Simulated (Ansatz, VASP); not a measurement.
**CdTe in VASP and in Ansatz**

POSCAR

```
CdTe
1.0
    0.0000000000     -3.2778966132     -3.2778966132
    0.0000000000      3.2778966132     -3.2778966132
    6.5557932264      0.0000000000      0.0000000000
Cd Te
2 2
Direct
    0.5000000000      0.5000000000      0.5000000000
    0.0000000000      0.0000000000      0.0000000000
    0.0000000000      0.5000000000      0.2500000000
    0.5000000000      0.0000000000      0.7500000000
```

INCAR.step1

```
SYSTEM = CdTe
PREC = Accurate
ENCUT = 520
ISMEAR = 0
SIGMA = 0.05
LREAL = .False.
LASPH = .True.
NELM = 60
NBANDS = 26
GGA = PE
ALGO = Normal
EDIFF = 1E-4
LWAVE = .True.
LCHARG = .False.
```

The input INCAR.step2:

```
SYSTEM = CdTe
PREC = Accurate
ENCUT = 520
EDIFF = 1E-7
ISMEAR = 0
SIGMA = 0.05
LREAL = .False.
LASPH = .True.
NELM = 60
ALGO = Normal
ISIF = 2
LWAVE = .False.
LCHARG = .True.
METAGGA = R2SCAN
LMIXTAU = .True.
LELF = .True.
LVHAR = .True.
NBANDS = 26
ISTART = 1
```

KPOINTS

```
Automatic mesh
0
Gamma
  6 6 4
  0 0 0
```

Input for Ansatz:

```yaml
crystal:
  lattice:
    - [0.0, -3.2778966132, -3.2778966132]
    - [0.0, 3.2778966132, -3.2778966132]
    - [6.5557932264, 0.0, 0.0]
  atoms:
    - { symbol: Cd, position: [0.5, 0.5, 0.5] }
    - { symbol: Cd, position: [0.0, 0.0, 0.0] }
    - { symbol: Te, position: [0.0, 0.5, 0.25] }
    - { symbol: Te, position: [0.5, 0.0, 0.75] }
basis:
  ecutwfc: 500
kpoints:
  mp_grid: { grid: [6, 6, 4] }
hamiltonian:
  xc: r2scan
scf:
  occupations: { method: gaussian, width: 0.05 }
output:
  forces: true
  stress: true
  eigenvalues: true
  write_density: true
  write_potential: true
  elf: true
  volumetric_format: npy
```

Alike in both runs: task single point; functional r2SCAN; k mesh 6 × 6 × 4; occupations gaussian, width 0.05 eV; no spin polarisation.

```csv
,VASP,Ansatz
version,VASP 6.6.1,Ansatz 0.2.0
potentials or method,"VASP PAW PBE potentials, release 64 (Cd, Te), cutoff 520 eV","scalar-relativistic, plane waves, PAW"
valence electrons in the cell,36,72
```

VASP gave:

```
gap on the k mesh at the Fermi level (eV) : 1.16
least direct gap on the mesh (eV)         : 1.16
pressure (GPa)                            : 0.1
```

**Question.** Estimate Ansatz's values.

**Answer.** gap on the k mesh at the Fermi level (eV): 1.17; least direct gap on the mesh (eV): 1.17; pressure (GPa): 0.0.

VASP's potentials were made for PBE, not for r2SCAN. VASP's potentials hold 36 valence electrons a cell and Ansatz's 72, so a difference there can come from the potentials and not from the codes.

Spin-orbit coupling is off throughout.
